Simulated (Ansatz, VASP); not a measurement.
# GaAs: VASP beside Ansatz

```
Ga As
1.0
     0.00000    2.98421    2.53658
     2.98421    0.00000    2.53658
     2.98421    2.98421    0.00000
Ga As
1 1
Direct
  0.00000 0.00000 0.00000
  0.75000 0.75000 0.75000
```

Alike in both runs: task single point; functional PBEsol; k mesh 12 × 12 × 12; occupations gaussian, width 0.05 eV; no spin polarisation.

```csv
,VASP,Ansatz
version,VASP 6.6.1,Ansatz 0.2.0
potentials or method,"VASP PAW PBE potentials, release 64 (Ga_d, As), cutoff 520 eV","scalar-relativistic, plane waves, PAW"
valence electrons in the cell,18,28
```

VASP gave:

```
gap on the k mesh at the Fermi level (eV)                     : 0.12
least direct gap on the mesh (eV)                             : 0.17
pressure (GPa)                                                : -0.1
traceless stress, the component that is largest in VASP (GPa) : 4.56
```

**Question.** Which values does Ansatz return?

**Answer.** gap on the k mesh at the Fermi level (eV): 0.14; least direct gap on the mesh (eV): 0.19; pressure (GPa): -0.2; traceless stress, the component that is largest in VASP (GPa): 4.57.

VASP's potentials were made for PBE, not for PBEsol. VASP's potentials hold 18 valence electrons a cell and Ansatz's 28, so a difference there can come from the potentials and not from the codes.
